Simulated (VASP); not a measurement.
# ZnSe2 (Pa-3) in VASP: a series of runs

ZnSe2 is run at these levels: PBEsol; tasks: single point.

Program: VASP 6.6.1. These are calculated values, not measurements. Logs are shortened: lines on timing, memory, paths and dates and some standing lists are left out, and cuts for length are marked.

**1. The cell of the first run**

The structure is cubic, space group Pa-3 (No. 205). Conventional cell: a = 5.887 Å, b = 5.887 Å, c = 5.887 Å, α = 90.00°, β = 90.00°, γ = 90.00°. Zn (site symmetry -3) has 6 Se at 2.47 Å within 3.3 Å. Se (site symmetry 3) has 1 Se at 2.24 Å and 3 Zn at 2.47 Å within 3.0 Å.

**2. Single point, PBEsol (volume 16.999 Å^3 an atom, c/a of the conventional cell 1.0000)**

File INCAR:

```
ALGO = Normal
EDIFF = 1E-6
ENCUT = 520
GGA = PS
ISIF = 2
ISMEAR = 0
LASPH = True
LCHARG = True
LELF = True
LREAL = False
LVHAR = True
LWAVE = False
NBANDS = 60
NELM = 80
PREC = Accurate
SIGMA = 0.05
```

File KPOINTS:

```
k-points
0
Gamma
  6 6 6
```

File POSCAR:

```
ZnSe2
1.0
    5.8866498878      0.0000000000      0.0000000000
    0.0000000000      5.8866498878      0.0000000000
    0.0000000000      0.0000000000      5.8866498878
Zn Se
4 8
Direct
    0.5000000000      0.5000000000      0.0000000000
    0.5000000000      0.0000000000      0.5000000000
    0.0000000000      0.5000000000      0.5000000000
    0.0000000000      0.0000000000      0.0000000000
    0.1099579274      0.8900420726      0.3900420726
    0.8900420726      0.3900420726      0.1099579274
    0.3900420726      0.1099579274      0.8900420726
    0.6099579274      0.6099579274      0.6099579274
    0.8900420726      0.1099579274      0.6099579274
    0.1099579274      0.6099579274      0.8900420726
    0.6099579274      0.8900420726      0.1099579274
    0.3900420726      0.3900420726      0.3900420726
```

Potentials or basis: VASP PAW PBE potentials, release 64 (Zn, Se).

Launch:

```console
$ cat potpaw_PBE.64/Zn/POTCAR potpaw_PBE.64/Se/POTCAR > POTCAR
$ mpirun -np 1 vasp_std > vasp.out
```

OUTCAR:

```text
EDIFF = 1E-6
   ENCUT = 520
   GGA = PS
   ISIF = 2
   ISMEAR = 0
   LASPH = True
   LREAL = False
   NELM = 80
   PREC = Accurate

 ion  position               nearest neighbor table
   1  0.500  0.500  0.000-   6 2.47   7 2.47   8 2.47  10 2.47  11 2.47  12 2.47
   2  0.500  0.000  0.500-   5 2.47   7 2.47   8 2.47   9 2.47  11 2.47  12 2.47
   3  0.000  0.500  0.500-   5 2.47   6 2.47   8 2.47   9 2.47  10 2.47  12 2.47
   4  0.000  0.000  0.000-   5 2.47   6 2.47   7 2.47   9 2.47  10 2.47  11 2.47
   5  0.110  0.890  0.390-   9 2.24   3 2.47   4 2.47   2 2.47
   6  0.890  0.390  0.110-  10 2.24   3 2.47   4 2.47   1 2.47
   7  0.390  0.110  0.890-  11 2.24   2 2.47   4 2.47   1 2.47
   8  0.610  0.610  0.610-  12 2.24   2 2.47   3 2.47   1 2.47
   9  0.890  0.110  0.610-   5 2.24   3 2.47   4 2.47   2 2.47
  10  0.110  0.610  0.890-   6 2.24   3 2.47   4 2.47   1 2.47
  11  0.610  0.890  0.110-   7 2.24   2 2.47   4 2.47   1 2.47
  12  0.390  0.390  0.390-   8 2.24   2 2.47   3 2.47   1 2.47

  LATTYP: Found a simple cubic cell.
 ALAT       =     5.8866498878

  Lattice vectors:

 A1 = (   5.8866498878,   0.0000000000,   0.0000000000)
 A2 = (   0.0000000000,   5.8866498878,   0.0000000000)
 A3 = (   0.0000000000,   0.0000000000,   5.8866498878)

Analysis of symmetry for initial positions (statically):
=====================================================================
 Subroutine PRICEL returns:
 Original cell was already a primitive cell.

 Routine SETGRP: Setting up the symmetry group for a
 simple cubic supercell.

 Subroutine GETGRP returns: Found 24 space group operations
 (whereof  6 operations were pure point group operations)
 out of a pool of 48 trial point group operations.

The static configuration has the point symmetry S_6 .
 The point group associated with its full space group is T_h .

Analysis of symmetry for dynamics (positions and initial velocities):
=====================================================================
 Subroutine PRICEL returns:
 Original cell was already a primitive cell.

 Routine SETGRP: Setting up the symmetry group for a
 simple cubic supercell.

 Subroutine GETGRP returns: Found 24 space group operations
 (whereof  6 operations were pure point group operations)
 out of a pool of 48 trial point group operations.

The dynamic configuration has the point symmetry S_6 .
 The point group associated with its full space group is T_h .

 Subroutine INISYM returns: Found 24 space group operations
 (whereof  6 operations are pure point group operations),
 and found     1 'primitive' translations

----------------------------------------------------------------------------------------

                                     Primitive cell

  volume of cell :     203.9880

  direct lattice vectors                    reciprocal lattice vectors
     5.886649888  0.000000000  0.000000000     0.169875909  0.000000000  0.000000000
     0.000000000  5.886649888  0.000000000     0.000000000  0.169875909  0.000000000
     0.000000000  0.000000000  5.886649888     0.000000000  0.000000000  0.169875909

  length of vectors
     5.886649888  5.886649888  5.886649888     0.169875909  0.169875909  0.169875909

  position of ions in fractional coordinates (direct lattice)
     0.500000000  0.500000000  0.000000000
     0.500000000  0.000000000  0.500000000
     0.000000000  0.500000000  0.500000000
     0.000000000  0.000000000  0.000000000
     0.109957927  0.890042073  0.390042073
     0.890042073  0.390042073  0.109957927
     0.390042073  0.109957927  0.890042073
     0.609957927  0.609957927  0.609957927
     0.890042073  0.109957927  0.609957927
     0.109957927  0.609957927  0.890042073
     0.609957927  0.890042073  0.109957927
     0.390042073  0.390042073  0.390042073

  ion indices of the primitive-cell ions
   primitive index   ion index
                 1           1
                 2           2
                 3           3
                 4           4
                 5           5
                 6           6
                 7           7
                 8           8
                 9           9
                10          10
                11          11
                12          12

----------------------------------------------------------------------------------------

 KPOINTS: k-points

Automatic generation of k-mesh.
 Grid dimensions read from file:
 generate k-points for:    6    6    6

 Generating k-lattice:

  Cartesian coordinates                     Fractional coordinates (reciprocal lattice)
     0.028312651  0.000000000  0.000000000     0.166666667  0.000000000  0.000000000
     0.000000000  0.028312651  0.000000000     0.000000000  0.166666667  0.000000000
     0.000000000  0.000000000  0.028312651     0.000000000  0.000000000  0.166666667

  Length of vectors
     0.028312651  0.028312651  0.028312651

  Shift w.r.t. Gamma in fractional coordinates (k-lattice)
     0.000000000  0.000000000  0.000000000

 Subroutine IBZKPT returns following result:
 ===========================================

 Found     24 irreducible k-points:

 Following reciprocal coordinates:
            Coordinates               Weight
  0.000000  0.000000  0.000000      1.000000
  0.166667  0.000000  0.000000      6.000000
  0.333333  0.000000  0.000000      6.000000
  0.500000  0.000000  0.000000      3.000000
  0.166667  0.166667  0.000000     12.000000
  0.333333  0.166667  0.000000     12.000000
[... 16 lines left out ...]
  0.500000  0.500000  0.333333      6.000000
  0.500000  0.500000  0.500000      1.000000
   k-points           NKPTS =     24   k-points in BZ     NKDIM =     24   number of bands    NBANDS=     60
   number of dos      NEDOS =    301   number of ions     NIONS =     12
   total plane-waves  NPLWV = 110592
   dimension x,y,z NGX =    48 NGY =   48 NGZ =   48
   dimension x,y,z NGXF=    96 NGYF=   96 NGZF=   96
   ions per type =               4   8
   NGX,Y,Z   is equivalent  to a cutoff of  13.56, 13.56, 13.56 a.u.
   NGXF,Y,Z  is equivalent  to a cutoff of  27.11, 27.11, 27.11 a.u.
 SYSTEM =  unknown system
   PREC   = accura    normal or accurate (medium, high low for compatibility)
   ISTART =      0    job   : 0-new  1-cont  2-samecut
   ICHARG =      2    charge: 1-file 2-atom 10-const
   ISPIN  =      1    spin polarized calculation?
   LNONCOLLINEAR =      F non collinear calculations
   LSORBIT =      F    spin-orbit coupling
   LASPH  =      T    aspherical Exc in radial PAW
   ENCUT  =  520.0 eV  38.22 Ry    6.18 a.u.  10.95 10.95 10.95*2*pi/ulx,y,z
   NELM   =     80;   NELMIN=  2; NELMDL= -5     # of ELM steps
   EDIFF  = 0.1E-05   stopping-criterion for ELM
   LREAL  =      F    real-space projection
   EDIFFG = 0.1E-04   stopping-criterion for IOM
   NSW    =      0    number of steps for IOM
   IBRION =     -1    ionic relax: 0-MD 1-quasi-New 2-CG
   NFREE  =      0    steps in history (QN), initial steepest desc. (CG)
   ISIF   =      2    stress and relaxation
   ISYM   =      2    0-nonsym 1-usesym 2-fastsym
   POTIM  = 0.5000    time-step for ionic-motion
   TEBEG  =    0.0;   TEEND  =   0.0 temperature during run
   PSTRESS=    0.0 pullay stress
   NELECT =      96.0000    total number of electrons
   NUPDOWN=      -1.0000    fix difference up-down
   EMIN   =  10.00;   EMAX   =-10.00  energy-range for DOS
   EFERMI =   0.00;   METHOD = LEGACY
   ISMEAR =     0;   SIGMA  =   0.05  broadening in eV -4-tet -1-fermi 0-gaus
   EFERMI_NEDOS =   21; number of points for ismear=-14 and -15
   IALGO  =     38    algorithm
   IMIX   =      4    mixing-type and parameters
     AMIX     =   0.40;   BMIX     =  1.00
     AMIX_MAG =   1.60;   BMIX_MAG =  1.00
  volume/ion in A,a.u.               =      17.00       114.71
  Fermi-wavevector in a.u.,A,eV,Ry     =   1.273397  2.406371 22.062378  1.621539
  Thomas-Fermi vector in A             =   2.406222
   LORBIT       =      0    0 simple, 1 ext, 2 COOP (PROOUT), +10 PAW based schemes
   GGA     = PS    functional components
   LHFCALC =     F    Hartree Fock is set to
   AEXX    =    0.0000 exact exchange contribution
   IVDW    =     0    specifies the selected vdW correction
   LEPSILON=     F    determine dielectric tensor
   LRPA    =     F    only Hartree local field effects (RPA)
 non-spin polarized calculation
 Gauss-broadening in eV      SIGMA  =   0.05
  energy-cutoff  :      520.00
  volume of cell :      203.99
 maximum number of plane-waves:      5524
 NGX is ok and might be reduce to    48
   NGX = 21   NGY = 21   NGZ = 21

 number of electron      95.9999962 magnetization

 Free energy of the ion-electron system (eV)
  ---------------------------------------------------
  ext. energy  EPLUGINS =         0.00000000
  ---------------------------------------------------
  free energy    TOTEN  =       -39.09375998 eV

  energy without entropy =      -39.09375998  energy(sigma->0) =      -39.09375998

 E-fermi :   6.4006     XC(G=0): -11.2059

 val. band max:        6.1795862884   @ k =   0.0000   0.0000   0.0000
 cond. band min:       6.6233215378   @ k =   0.0000   0.0000   0.0000
 fundamental gap:      0.4437352494
 Fermi energy:         6.4005932490

 k-point     1 :       0.0000    0.0000    0.0000
  band No.  band energies     occupation
      1     -11.2189      2.00000
      2      -9.5999      2.00000
      3      -9.5999      2.00000
      4      -9.5999      2.00000
      5      -6.9385      2.00000
      6      -6.9385      2.00000
[... 52 lines left out ...]
     59      11.4577      0.00000
     60      12.6376      0.00000

 k-point     2 :       0.1667    0.0000    0.0000
  band No.  band energies     occupation
      1     -11.1367      2.00000
      2      -9.7514      2.00000
      3      -9.5842      2.00000
      4      -9.5833      2.00000
      5      -6.9180      2.00000
      6      -6.9074      2.00000
[... 1383 lines left out ...]
      4      -9.9130      2.00000
      5      -7.2140      2.00000
      6      -7.2140      2.00000
[... 52 lines left out ...]
     59      10.7113      0.00000
     60      10.7113      0.00000

------------------------ aborting loop because EDIFF is reached ----------------------------------------

  FORCE on cell =-STRESS in cart. coord.  units (eV):
  Direction    XX          YY          ZZ          XY          YZ          ZX
  --------------------------------------------------------------------------------------
  -------------------------------------------------------------------------------------
  Total       25.7535397     25.7535397     25.7535397     -0.0000000     -0.0000000     -0.0000000
  in kB      202.2753178    202.2753178    202.2753178     -0.0000000     -0.0000000     -0.0000000
  external PRESSURE =     202.2753178 kB  Pullay stress =       0.0000000 kB

 VOLUME and BASIS-vectors are now :
 -----------------------------------------------------------------------------
  energy-cutoff  :      520.00
  volume of cell :      203.99
      direct lattice vectors                 reciprocal lattice vectors
     5.886649888  0.000000000  0.000000000     0.169875909  0.000000000  0.000000000
     0.000000000  5.886649888  0.000000000     0.000000000  0.169875909  0.000000000
     0.000000000  0.000000000  5.886649888     0.000000000  0.000000000  0.169875909

 POSITION                                       TOTAL-FORCE (eV/Angst)
 -----------------------------------------------------------------------------------
      2.94332      2.94332      0.00000        -0.000000      0.000000     -0.000000
      2.94332      0.00000      2.94332        -0.000000      0.000000     -0.000000
      0.00000      2.94332      2.94332        -0.000000      0.000000     -0.000000
      0.00000      0.00000      0.00000        -0.000000      0.000000     -0.000000
      0.64728      5.23937      2.29604         0.699727     -0.699727     -0.699727
      5.23937      2.29604      0.64728        -0.699727     -0.699727      0.699727
      2.29604      0.64728      5.23937        -0.699727      0.699727     -0.699727
      3.59061      3.59061      3.59061         0.699727      0.699727      0.699727
      5.23937      0.64728      3.59061        -0.699727      0.699727      0.699727
      0.64728      3.59061      5.23937         0.699727      0.699727     -0.699727
      3.59061      5.23937      0.64728         0.699727     -0.699727      0.699727
      2.29604      2.29604      2.29604        -0.699727     -0.699727     -0.699727
 -----------------------------------------------------------------------------------
    total drift:                                0.000000      0.000000     -0.000000

  FREE ENERGIE OF THE ION-ELECTRON SYSTEM (eV)
  ---------------------------------------------------
  free  energy   TOTEN  =       -39.0937599832 eV

  energy  without entropy=      -39.0937599832  energy(sigma->0) =      -39.09375998
```

It took 8.3 min on 1 thread of Oxide Virtual Turin-like, shared host; peak memory 0.41 GiB.

Results:

```
Free energy            : -39.0938 eV
Pressure               : 20.2 GPa
Largest force          : 1.212 eV/Å
Band gap on the k mesh : 0.44 eV, direct
```

Forces in eV/Å, atoms in the order of the input:
```
Zn   0.000  0.000  0.000
Zn   0.000  0.000  0.000
Zn   0.000  0.000  0.000
Zn   0.000  0.000  0.000
Se   0.700 -0.700 -0.700
Se  -0.700 -0.700  0.700
Se  -0.700  0.700 -0.700
Se   0.700  0.700  0.700
Se  -0.700  0.700  0.700
Se   0.700  0.700 -0.700
Se   0.700 -0.700  0.700
Se  -0.700 -0.700 -0.700
```

Levels at points of the mesh, in eV from the valence-band top:
| k point | band 45 | band 46 | band 47 | band 48 | band 49 | band 50 | band 51 | band 52 |
| --- | --- | --- | --- | --- | --- | --- | --- | --- |
| (0.00, 0.00, 0.00) | -1.12 | -1.12 | 0.00 | 0.00 | 0.44 | 2.43 | 2.60 | 2.60 |
| (0.50, 0.00, 0.00) | -1.89 | -1.89 | -0.24 | -0.24 | 1.14 | 1.14 | 1.39 | 1.39 |
| (0.50, 0.50, 0.00) | -1.97 | -1.97 | -1.97 | -1.97 | 1.17 | 1.17 | 1.17 | 1.17 |
| (0.50, 0.50, 0.50) | -2.48 | -2.48 | -2.48 | -2.48 | 0.91 | 0.91 | 0.91 | 0.91 |

Caveat: the PAW data sets were made with another functional, which shifts forces and pressure a little.

**3. Single point, PBEsol (volume 18.618 Å^3 an atom, c/a of the conventional cell 1.0000)**

File INCAR:

```
SYSTEM = ZnSe2
ALGO = Normal
EDIFF = 1E-6
ENCUT = 520
GGA = PS
ISIF = 2
ISMEAR = 0
LASPH = .True.
LCHARG = .True.
LELF = .True.
LREAL = .False.
LVHAR = .True.
LWAVE = .False.
NBANDS = 60
NELM = 80
PREC = Accurate
SIGMA = 0.05
```

File KPOINTS:

```
k-points
0
Gamma
  6 6 6
  0 0 0
```

POSCAR: that of step 2 with these lines changed.

```diff
@@ -2,5 +2,5 @@
 1.0
-    5.8866498878      0.0000000000      0.0000000000
-    0.0000000000      5.8866498878      0.0000000000
-    0.0000000000      0.0000000000      5.8866498878
+    6.0678954695      0.0000000000      0.0000000000
+    0.0000000000      6.0678954695      0.0000000000
+    0.0000000000      0.0000000000      6.0678954695
 Zn Se
```

Potentials or basis: VASP PAW PBE potentials, release 64 (Zn, Se).

Launch:

```console
$ cat potpaw_PBE.64/Zn/POTCAR potpaw_PBE.64/Se/POTCAR > POTCAR
$ mpirun -np 1 vasp_std > vasp.out
```

It took 6.5 min on 1 thread of Oxide Virtual Turin-like, shared host; peak memory 0.43 GiB.

The run converged. Its results:

* Free energy: -40.7515 eV
* Pressure: 8.0 GPa
* Largest force: 0.534 eV/Å
* Band gap on the k mesh: 0.68 eV, direct

Forces in eV/Å, atoms in the order of the input:
```
Zn   0.000  0.000  0.000
Zn   0.000  0.000  0.000
Zn   0.000  0.000  0.000
Zn   0.000  0.000  0.000
Se   0.308 -0.308 -0.308
Se  -0.308 -0.308  0.308
Se  -0.308  0.308 -0.308
Se   0.308  0.308  0.308
Se  -0.308  0.308  0.308
Se   0.308  0.308 -0.308
Se   0.308 -0.308  0.308
Se  -0.308 -0.308 -0.308
```

Levels at points of the mesh, in eV from the valence-band top:
```
           k point  band 46  band 47  band 48  band 49  band 50  band 51
(0.00, 0.00, 0.00)    -0.94     0.00     0.00     0.68     1.91     2.36
(0.50, 0.00, 0.00)    -1.69    -0.20    -0.20     1.20     1.20     1.30
(0.50, 0.50, 0.00)    -1.76    -1.76    -1.76     1.18     1.18     1.18
(0.50, 0.50, 0.50)    -2.19    -2.19    -2.19     1.07     1.07     1.07
```

Caveat: the PAW data sets were made with another functional, which shifts forces and pressure a little. A k mesh can miss the band edges.
